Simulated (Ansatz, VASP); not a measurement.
**SiC: VASP beside Ansatz**

File POSCAR:

```
SiC
1.0
   -1.5387796673     -2.6652445653      0.0000000000
    1.5387796672     -2.6652445654      0.0000000000
    0.0000000000      0.0000000000     10.0767691650
Si C
4 4
Direct
    0.3333333333      0.3333333333      0.9378376193
    0.6666666667      0.6666666667      0.4378376193
    0.0000000000      0.0000000000      0.6878931819
    0.0000000000      0.0000000000      0.1878931819
    0.3333333333      0.3333333333      0.7498040042
    0.6666666667      0.6666666667      0.2498040042
    1.0000000000      0.0000000000      0.5004641945
    1.0000000000      0.0000000000      0.0004641945
```

The input INCAR.step1:

```
ALGO = Normal
EDIFF = 1E-4
ENCUT = 520
GGA = PE
ISMEAR = 0
LASPH = True
LCHARG = False
LREAL = False
LWAVE = True
NBANDS = 26
NELM = 100
PREC = Accurate
SIGMA = 0.05
```

File INCAR.step2:

```
ALGO = Normal
EDIFF = 1E-7
ENCUT = 520
ISIF = 2
ISMEAR = 0
ISTART = 1
LASPH = True
LCHARG = True
LELF = True
LMIXTAU = True
LREAL = False
LVHAR = True
LWAVE = False
METAGGA = R2SCAN
NBANDS = 26
NELM = 100
PREC = Accurate
SIGMA = 0.05
```

File KPOINTS:

```
k-points
0
Gamma
  8 8 3
```

Input for Ansatz:

```yaml
crystal:
  lattice:
    - [-1.5387796673, -2.6652445653, 0.0]
    - [1.5387796672, -2.6652445654, 0.0]
    - [0.0, 0.0, 10.076769165]
  atoms:
    - { symbol: Si, position: [0.3333333333, 0.3333333333, 0.9378376193] }
    - { symbol: Si, position: [0.6666666667, 0.6666666667, 0.4378376193] }
    - { symbol: Si, position: [0.0, 0.0, 0.6878931819] }
    - { symbol: Si, position: [0.0, 0.0, 0.1878931819] }
    - { symbol: C, position: [0.3333333333, 0.3333333333, 0.7498040042] }
    - { symbol: C, position: [0.6666666667, 0.6666666667, 0.2498040042] }
    - { symbol: C, position: [1.0, 0.0, 0.5004641945] }
    - { symbol: C, position: [1.0, 0.0, 0.0004641945] }
basis:
  ecutwfc: 500
kpoints:
  mp_grid: { grid: [8, 8, 3] }
hamiltonian:
  xc: r2scan
scf:
  occupations: { method: gaussian, width: 0.05 }
output:
  forces: true
  stress: true
  eigenvalues: true
```

Alike in both runs: task single point; functional r2SCAN; k mesh 8 × 8 × 3; occupations gaussian, width 0.05 eV; no spin polarisation.

|  | VASP | Ansatz |
| --- | --- | --- |
| version | VASP 6.6.1 | Ansatz 0.2.0 |
| potentials or method | VASP PAW PBE potentials, release 64 (Si, C), cutoff 520 eV | scalar-relativistic, plane waves, PAW |
| valence electrons in the cell | 32 | 32 |

```csv
,VASP,Ansatz,Ansatz less VASP
gap on the k mesh at the Fermi level (eV),2.61,2.60,-0.011
least direct gap on the mesh (eV),3.79,3.78,-0.013
pressure (GPa),-0.2,0.0,+0.19
```

VASP's potentials were made for PBE, not for r2SCAN. The functional is the same, so the differences come from potentials, cutoffs and numerics.
